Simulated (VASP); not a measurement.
# Ti3B (I4/mmm) in VASP: relaxation of cell and atoms with PBE

Aim: the relaxation of cell and atoms of Ti3B with PBE.

Program: VASP 6.6.1. These are calculated values, not measurements. Logs are shortened: lines on timing, memory, paths and dates and some standing lists are left out, and cuts for length are marked.

## Step 1: The cell of the first run

It takes space group I4/mmm (No. 139, tetragonal). The conventional cell has a = 3.784 Å, b = 3.784 Å, c = 8.083 Å, α = 90.00°, β = 90.00°, γ = 90.00°. Ti (site symmetry -4m2) has 8 Ti at 2.68 to 2.77 Å and 4 B at 2.77 Å within 3.5 Å. Ti (site symmetry 4/mmm) has 4 B at 2.68 Å and 8 Ti at 2.77 Å within 3.5 Å. Within 3.5 Å of B (site symmetry 4/mmm) lie 12 Ti at 2.68 to 2.77 Å.

## Step 2: Relaxation of cell and atoms, PBE

Input file INCAR:

```
PREC = Accurate ; ENCUT = 600
EDIFF = 1E-6 ; ISMEAR = 0
SIGMA = 0.1 ; LREAL = False
LASPH = True ; NELM = 100
ALGO = Normal ; ISIF = 3
LWAVE = False ; LCHARG = False
GGA = PE ; IBRION = 2
NSW = 100 ; EDIFFG = -0.005
```

Input file KPOINTS:

```
regular mesh
0
Gamma
  16 16 16
```

Input file POSCAR:

```
Ti3B
1.0
   -1.8917714019      1.8917714019      4.0415716984
    1.8917714019     -1.8917714019      4.0415716984
    1.8917714019      1.8917714019     -4.0415716984
Ti B
3 1
Direct
    0.7500000000      0.2500000000      0.5000000000
    0.2500000000      0.7500000000      0.5000000000
    0.5000000000      0.5000000000      0.0000000000
    0.0000000000      0.0000000000      0.0000000000
```

Potentials or basis: VASP PAW PBE potentials, release 64 (Ti_sv, B).

Launch:

```bash
> cat potpaw_PBE.64/Ti_sv/POTCAR potpaw_PBE.64/B/POTCAR > POTCAR
> mpirun -np 1 vasp_std > vasp.out
```

OUTCAR:

```text
PREC = Accurate
   ENCUT = 600
   EDIFF = 1E-6
   ISMEAR = 0
   LREAL = False
   LASPH = True
   NELM = 100
   ISIF = 3
   GGA = PE
   IBRION = 2
   NSW = 100
   EDIFFG = -0.005

 ion  position               nearest neighbor table
   1  0.750  0.250  0.500-   2 2.68   2 2.68   2 2.68   2 2.68   3 2.77   3 2.77   3 2.77   3 2.77

   2  0.250  0.750  0.500-   1 2.68   1 2.68   1 2.68   1 2.68   3 2.77   3 2.77   3 2.77   3 2.77

   3  0.500  0.500  0.000-   2 2.77   1 2.77   1 2.77   2 2.77   1 2.77   2 2.77   2 2.77   1 2.77

   4  0.000  0.000  0.000-

  LATTYP: Found a body centered tetragonal cell.
 ALAT       =     3.7835428038
 C/A-ratio  =     2.1363953881

  Lattice vectors:

 A1 = (  -1.8917714019,   1.8917714019,   4.0415716984)
 A2 = (   1.8917714019,  -1.8917714019,   4.0415716984)
 A3 = (   1.8917714019,   1.8917714019,  -4.0415716984)

Analysis of symmetry for initial positions (statically):
=====================================================================
 Subroutine PRICEL returns:
 Original cell was already a primitive cell.

 Routine SETGRP: Setting up the symmetry group for a
 body centered tetragonal supercell.

 Subroutine GETGRP returns: Found 16 space group operations
 (whereof 16 operations were pure point group operations)
 out of a pool of 16 trial point group operations.

The static configuration has the point symmetry D_4h.

Analysis of symmetry for dynamics (positions and initial velocities):
=====================================================================
 Subroutine PRICEL returns:
 Original cell was already a primitive cell.

 Routine SETGRP: Setting up the symmetry group for a
 body centered tetragonal supercell.

 Subroutine GETGRP returns: Found 16 space group operations
 (whereof 16 operations were pure point group operations)
 out of a pool of 16 trial point group operations.

The dynamic configuration has the point symmetry D_4h.

 Subroutine INISYM returns: Found 16 space group operations
 (whereof 16 operations are pure point group operations),
 and found     1 'primitive' translations

----------------------------------------------------------------------------------------

                                     Primitive cell

  volume of cell :      57.8559

  direct lattice vectors                    reciprocal lattice vectors
    -1.891771402  1.891771402  4.041571698     0.000000000  0.264302547  0.123714247
     1.891771402 -1.891771402  4.041571698     0.264302547  0.000000000  0.123714247
     1.891771402  1.891771402 -4.041571698     0.264302547  0.264302547  0.000000000

  length of vectors
     4.846844321  4.846844321  4.846844321     0.291823665  0.291823665  0.373780247

  position of ions in fractional coordinates (direct lattice)
     0.750000000  0.250000000  0.500000000
     0.250000000  0.750000000  0.500000000
     0.500000000  0.500000000  0.000000000
     0.000000000  0.000000000  0.000000000

  ion indices of the primitive-cell ions
   primitive index   ion index
                 1           1
                 2           2
                 3           3
                 4           4

----------------------------------------------------------------------------------------

 KPOINTS: regular mesh

Automatic generation of k-mesh.
 Grid dimensions read from file:
 generate k-points for:   16   16   16

 Generating k-lattice:

  Cartesian coordinates                     Fractional coordinates (reciprocal lattice)
     0.000000000  0.016518909  0.007732140     0.062500000  0.000000000 -0.000000000
     0.016518909  0.000000000  0.007732140     0.000000000  0.062500000 -0.000000000
     0.016518909  0.016518909  0.000000000     0.000000000  0.000000000  0.062500000

  Length of vectors
     0.018238979  0.018238979  0.023361265

  Shift w.r.t. Gamma in fractional coordinates (k-lattice)
     0.000000000  0.000000000  0.000000000

 Subroutine IBZKPT returns following result:
 ===========================================

 Found    349 irreducible k-points:

 Following reciprocal coordinates:
            Coordinates               Weight
  0.000000  0.000000  0.000000      1.000000
  0.062500  0.000000 -0.000000      8.000000
  0.125000  0.000000 -0.000000      8.000000
  0.187500  0.000000  0.000000      8.000000
  0.250000  0.000000 -0.000000      8.000000
  0.312500  0.000000 -0.000000      8.000000
[... 16 lines left out ...]
 -0.125000  0.062500  0.000000     16.000000
 -0.062500  0.062500  0.000000      4.000000
 [... further k-points ...]
   k-points           NKPTS =    349   k-points in BZ     NKDIM =    349   number of bands    NBANDS=     23
   number of dos      NEDOS =    301   number of ions     NIONS =      4
   total plane-waves  NPLWV =  64000
   dimension x,y,z NGX =    40 NGY =   40 NGZ =   40
   dimension x,y,z NGXF=    80 NGYF=   80 NGZF=   80
   ions per type =               3   1
   NGX,Y,Z   is equivalent  to a cutoff of  13.72, 13.72, 13.72 a.u.
   NGXF,Y,Z  is equivalent  to a cutoff of  27.44, 27.44, 27.44 a.u.
 SYSTEM =  unknown system
   PREC   = accura    normal or accurate (medium, high low for compatibility)
   ISTART =      0    job   : 0-new  1-cont  2-samecut
   ICHARG =      2    charge: 1-file 2-atom 10-const
   ISPIN  =      1    spin polarized calculation?
   LNONCOLLINEAR =      F non collinear calculations
   LSORBIT =      F    spin-orbit coupling
   LASPH  =      T    aspherical Exc in radial PAW
   ENCUT  =  600.0 eV  44.10 Ry    6.64 a.u.   9.68  9.68  9.68*2*pi/ulx,y,z
   NELM   =    100;   NELMIN=  2; NELMDL= -5     # of ELM steps
   EDIFF  = 0.1E-05   stopping-criterion for ELM
   LREAL  =      F    real-space projection
   EDIFFG = -.5E-02   stopping-criterion for IOM
   NSW    =    100    number of steps for IOM
   IBRION =      2    ionic relax: 0-MD 1-quasi-New 2-CG
   NFREE  =      1    steps in history (QN), initial steepest desc. (CG)
   ISIF   =      3    stress and relaxation
   ISYM   =      2    0-nonsym 1-usesym 2-fastsym
   POTIM  = 0.5000    time-step for ionic-motion
   TEBEG  =    0.0;   TEEND  =   0.0 temperature during run
   PSTRESS=    0.0 pullay stress
   NELECT =      39.0000    total number of electrons
   NUPDOWN=      -1.0000    fix difference up-down
   EMIN   =  10.00;   EMAX   =-10.00  energy-range for DOS
   EFERMI =   0.00;   METHOD = LEGACY
   ISMEAR =     0;   SIGMA  =   0.10  broadening in eV -4-tet -1-fermi 0-gaus
   EFERMI_NEDOS =   21; number of points for ismear=-14 and -15
   IALGO  =     38    algorithm
   IMIX   =      4    mixing-type and parameters
     AMIX     =   0.40;   BMIX     =  1.00
     AMIX_MAG =   1.60;   BMIX_MAG =  1.00
  volume/ion in A,a.u.               =      14.46        97.61
  Fermi-wavevector in a.u.,A,eV,Ry     =   1.435425  2.712560 28.034055  2.060445
  Thomas-Fermi vector in A             =   2.554725
   LORBIT       =      0    0 simple, 1 ext, 2 COOP (PROOUT), +10 PAW based schemes
   GGA     = PE    functional components
   LHFCALC =     F    Hartree Fock is set to
   AEXX    =    0.0000 exact exchange contribution
   IVDW    =     0    specifies the selected vdW correction
   LEPSILON=     F    determine dielectric tensor
   LRPA    =     F    only Hartree local field effects (RPA)
 conjugate gradient relaxation of ions
 non-spin polarized calculation
 Gauss-broadening in eV      SIGMA  =   0.10
  energy-cutoff  :      600.00
  volume of cell :       57.86
 maximum number of plane-waves:      1956
   NGX = 19   NGY = 19   NGZ = 19

--------------------------------------- Ionic step        1  -------------------------------------------

 number of electron      39.0000004 magnetization

 Free energy of the ion-electron system (eV)
  ---------------------------------------------------
  ext. energy  EPLUGINS =         0.00000000
  ---------------------------------------------------
  free energy    TOTEN  =       -30.04112586 eV

  energy without entropy =      -30.02314529  energy(sigma->0) =      -30.03213558

------------------------ aborting loop because EDIFF is reached ----------------------------------------

  FORCE on cell =-STRESS in cart. coord.  units (eV):
  Direction    XX          YY          ZZ          XY          YZ          ZX
  --------------------------------------------------------------------------------------
  -------------------------------------------------------------------------------------
  Total       -3.3439820     -3.3439820     -1.1388539      0.0000000      0.0000000      0.0000000
  in kB      -92.6033971    -92.6033971    -31.5377710      0.0000000      0.0000000      0.0000000
  external PRESSURE =     -72.2481884 kB  Pullay stress =       0.0000000 kB
[... 95 lines left out ...]
  FREE ENERGIE OF THE ION-ELECTRON SYSTEM (eV)
  ---------------------------------------------------
  free  energy   TOTEN  =       -30.1396671760 eV

  energy  without entropy=      -30.1233982144  energy(sigma->0) =      -30.13153270

[... ionic steps 4 to 7 ...]

--------------------------------------- Ionic step        8  -------------------------------------------

 number of electron      39.0000001 magnetization

------------------------ aborting loop because EDIFF is reached ----------------------------------------

  FORCE on cell =-STRESS in cart. coord.  units (eV):
  Direction    XX          YY          ZZ          XY          YZ          ZX
  --------------------------------------------------------------------------------------
  -------------------------------------------------------------------------------------
  Total       -0.0288346     -0.0288346      0.0091046      0.0000000     -0.0000000      0.0000000
  in kB       -0.8446346     -0.8446346      0.2666969      0.0000000     -0.0000000      0.0000000
  external PRESSURE =      -0.4741908 kB  Pullay stress =       0.0000000 kB
[... 61 lines left out ...]
  energy  without entropy=      -30.1377990240  energy(sigma->0) =      -30.14531819

--------------------------------------- Ionic step       10  -------------------------------------------

 number of electron      39.0000001 magnetization

 Free energy of the ion-electron system (eV)
  ---------------------------------------------------
  ext. energy  EPLUGINS =         0.00000000
  ---------------------------------------------------
  free energy    TOTEN  =       -30.15283477 eV

  energy without entropy =      -30.13780769  energy(sigma->0) =      -30.14532123

 E-fermi :   8.7987     XC(G=0): -11.9750

 val. band max:        8.7981150215   @ k =   0.3125   0.2500   0.1250
 cond. band min:       8.7993569185   @ k =   0.3125   0.3125   0.0625
 fundamental gap:      0.0012418971
 Fermi energy:         8.7987252710

 k-point     1 :       0.0000    0.0000    0.0000
  band No.  band energies     occupation
      1     -47.7780      2.00000
      2     -47.5514      2.00000
      3     -47.3596      2.00000
      4     -24.3648      2.00000
      5     -24.1985      2.00000
      6     -24.1985      2.00000
[... 613 lines left out ...]
     22       9.4162      0.00000
     23      10.7097      0.00000

 [... further k-points ...]
[... 5 lines left out ...]
  --------------------------------------------------------------------------------------
  -------------------------------------------------------------------------------------
  Total       -0.0147425     -0.0147425      0.0119956      0.0000000      0.0000000      0.0000000
  in kB       -0.4322353     -0.4322353      0.3516994      0.0000000      0.0000000      0.0000000
  external PRESSURE =      -0.1709237 kB  Pullay stress =       0.0000000 kB
[... 19 lines left out ...]
  FREE ENERGIE OF THE ION-ELECTRON SYSTEM (eV)
  ---------------------------------------------------
  free  energy   TOTEN  =       -30.1528347699 eV

  energy  without entropy=      -30.1378076888  energy(sigma->0) =      -30.14532123

 reached required accuracy - stopping structural energy minimisation
```

Run time: 59 min. Hardware: 1 thread of Intel Xeon 6975P-C (Granite Rapids), shared host; peak memory 0.61 GiB.

What came out:

```
Free energy                            : -30.1528 eV
Relaxed volume                         : 13.66 Å³/atom
Relaxed cell                           : a = 4.838 Å, b = 4.838 Å, c = 4.838 Å, α = 135.60°, β = 135.60°, γ = 64.60°
Space group after relaxing (to 0.05 Å) : I4/mmm (No. 139)
Energy gained by relaxing              : 27.9 meV/atom
Ionic steps                            : 10
Pressure after relaxing                : 0.0 GPa
```

Step by step:
| step | energy change (eV) | largest force (eV/Å) | pressure (GPa) | volume (Å³) |
| --- | --- | --- | --- | --- |
| 1 | 0.0000 | 0.0000 | -7.22 | 57.86 |
| 2 | -0.0718 | 0.0000 | 5.49 | 52.55 |
| 3 | -0.0985 | 0.0000 | 0.69 | 54.28 |
| 4 | -0.1087 | 0.0000 | 0.45 | 54.46 |
| 5 | -0.1117 | 0.0000 | 0.18 | 54.63 |
| 6 | -0.1117 | 0.0000 | 0.10 | 54.62 |
| 7 | -0.1117 | 0.0000 | 0.13 | 54.61 |
| 8 | -0.1117 | 0.0000 | -0.05 | 54.70 |
| 9 | -0.1117 | 0.0000 | -0.05 | 54.67 |
| 10 | -0.1117 | 0.0000 | -0.02 | 54.65 |

Final structure:
```xyz
4
Lattice="-1.8278 1.8278 4.0893 1.8278 -1.8278 4.0893 1.8278 1.8278 -4.0893" Properties=species:S:1:pos:R:3 pbc="T T T"
Ti    0.0000    1.8278    2.0446
Ti    1.8278    0.0000    2.0446
Ti    0.0000    0.0000    4.0893
B     0.0000    0.0000    0.0000
```
